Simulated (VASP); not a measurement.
Write the native input for VASP 6.6.1 that does the following.

```
Task                   : single point
Functional             : PBEsol
Potentials or basis    : VASP PAW PBE potentials, release 64 (Te, Pb_d)
Cutoff                 : 520 eV
k mesh                 : 6 × 6 × 6
Occupations            : gaussian, width 0.01 eV
Spin                   : no spin polarisation
Dipole correction      : no
Further INCAR settings : ALGO = Normal; EDIFF = 1e-06; NBANDS = 17
```

The structure of TePb lies in POSCAR:

```
TePb
1.0
    0.0000000000      3.1983614049      3.1983614049
    3.1983614049      0.0000000000      3.1983614049
    3.1983614049      3.1983614049      0.0000000000
Te Pb
1 1
Direct
    0.5000000000      0.5000000000      0.5000000000
    0.0000000000      0.0000000000      0.0000000000
```

These files were run (other wordings do the same):

INCAR

```
SYSTEM = TePb
  PREC = Accurate
  ENCUT = 520
  EDIFF = 1E-6
  ISMEAR = 0
  SIGMA = 0.01
  LREAL = .FALSE.
  LASPH = .TRUE.
  NELM = 60
  ALGO = Normal
  ISIF = 2
  LWAVE = .FALSE.
  LCHARG = .FALSE.
  GGA = PS
  NBANDS = 17
```

KPOINTS

```
Automatic mesh
0
G
  6 6 6
  0 0 0
```

Potentials or basis: VASP PAW PBE potentials, release 64 (Te, Pb_d).

Command:

```bash
$ cat potpaw_PBE.64/Te/POTCAR potpaw_PBE.64/Pb_d/POTCAR > POTCAR
$ mpirun -np 1 vasp_std > vasp.out
```

It gave:

```json
{
  "Pressure": "1.0 GPa",
  "Band gap on the k mesh": "0.60 eV, direct"
}
```

Caveat: the PAW data sets were made with another functional, which shifts forces and pressure a little; spin-orbit coupling is left out, which moves the levels of the heavy elements.

Run time: 25 s on 1 thread of Intel Xeon 8259CL (shared host), peak memory 0.2 GiB.
